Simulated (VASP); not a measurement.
TaRu5: single point with PBE

The system is TaRu5.

```
Ta Ru
1.0
     4.79295    0.00000    0.00000
    -2.39647    4.15081    0.00000
     0.00000    0.00000    4.36384
Ta Ru
1 5
Direct
  0.00000 0.00000 0.50000
  0.00000 0.65399 0.00000
  0.65399 0.00000 0.00000
  0.34601 0.34601 0.00000
  0.33333 0.66667 0.50000
  0.66667 0.33333 0.50000
```

| Property | Result |
| --- | --- |
| Program | VASP 6.6.1 |
| Task | single point |
| Functional | PBE |
| Potentials or basis | VASP PAW PBE potentials, release 64 (Ta_pv, Ru_pv) |
| Cutoff | 520 eV |
| k mesh | 6 × 6 × 4 |
| Occupations | gaussian, width 0.1 eV |
| Spin | collinear spin, ferromagnetic start |
| Starting moments | [0.0, 1.0, 1.0, 1.0, 1.0, 1.0] μB |
| Dipole correction | no |
| Further INCAR settings | ALGO = Fast; EDIFF = 1e-06; NBANDS = 54 |

The pressure is 0.0 GPa, the largest force is 0.020 eV/Å and the net moment is 0.00 μB per cell. The valence electrons inside the program's atomic spheres are Ta 8.92; Ru 12.65, 12.68.

Forces on the atoms (eV/Å):
```
Ta   0.000  0.000  0.000
Ru   0.010 -0.018  0.000
Ru  -0.020  0.000  0.000
Ru   0.010  0.018  0.000
Ru   0.000  0.000  0.000
Ru   0.000  0.000  0.000
```

Stress tensor (GPa, compression positive):
```
 0.00  0.00  0.00
 0.00  0.00  0.00
 0.00  0.00 -0.12
```

Levels at points of the mesh, in eV from the Fermi level:
Spin up:
| k point | band 39 | band 40 | band 41 | band 42 | band 43 | band 44 |
| --- | --- | --- | --- | --- | --- | --- |
| (0.00, 0.00, 0.00) | -0.74 | -0.26 | -0.26 | 1.02 | 1.50 | 1.50 |
| (0.50, 0.00, 0.00) | -0.70 | -0.59 | -0.02 | 0.52 | 0.63 | 0.77 |
| (0.00, 0.00, 0.50) | -0.66 | -0.66 | -0.21 | -0.21 | 1.26 | 1.26 |
| (0.50, 0.00, 0.50) | -0.22 | -0.12 | 0.64 | 1.00 | 1.13 | 1.22 |
Spin down:
```tsv
k point	band 39	band 40	band 41	band 42	band 43	band 44
(0.00, 0.00, 0.00)	-0.74	-0.26	-0.26	1.02	1.50	1.50
(0.50, 0.00, 0.00)	-0.70	-0.59	-0.02	0.52	0.63	0.77
(0.00, 0.00, 0.50)	-0.66	-0.66	-0.21	-0.21	1.26	1.26
(0.50, 0.00, 0.50)	-0.22	-0.12	0.64	1.00	1.13	1.22
```

Wall time 4.5 min on 1 thread of Oxide Virtual Turin-like Processor, on a shared host, peak memory 0.28 GiB.

Caveat: spin-orbit coupling is left out, which moves the levels of the heavy elements.
